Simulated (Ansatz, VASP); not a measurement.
## C: VASP beside Ansatz

```
C
1.0
     0.00000    1.84509    1.84509
     1.84509    0.00000    1.84509
     1.84509    1.84509    0.00000
C
2
Direct
  0.50000 0.50000 0.50000
  0.75000 0.75000 0.75000
```

Alike in both runs: task single point; functional PBEsol; k mesh 12 × 12 × 12; occupations gaussian, width 0.02 eV; no spin polarisation.

|  | VASP | Ansatz |
| --- | --- | --- |
| version | VASP 6.6.1 | Ansatz 0.2.0 |
| potentials or method | VASP PAW PBE potentials, release 64 (C), cutoff 520 eV | scalar-relativistic, plane waves, PAW |
| valence electrons in the cell | 8 | 8 |

Ansatz gave:

```
gap on the k mesh at the Fermi level (eV) : 3.81
least direct gap on the mesh (eV)         : 5.27
pressure (GPa)                            : -41.2
```

Which values does VASP return?

gap on the k mesh at the Fermi level (eV): 3.81; least direct gap on the mesh (eV): 5.26; pressure (GPa): -40.6.

VASP's potentials were made for PBE, not for PBEsol. Both programs put the cell under strong tension, so it lies far from rest at this level.

Noted on VASP's run: the cell as given lies far from equilibrium.
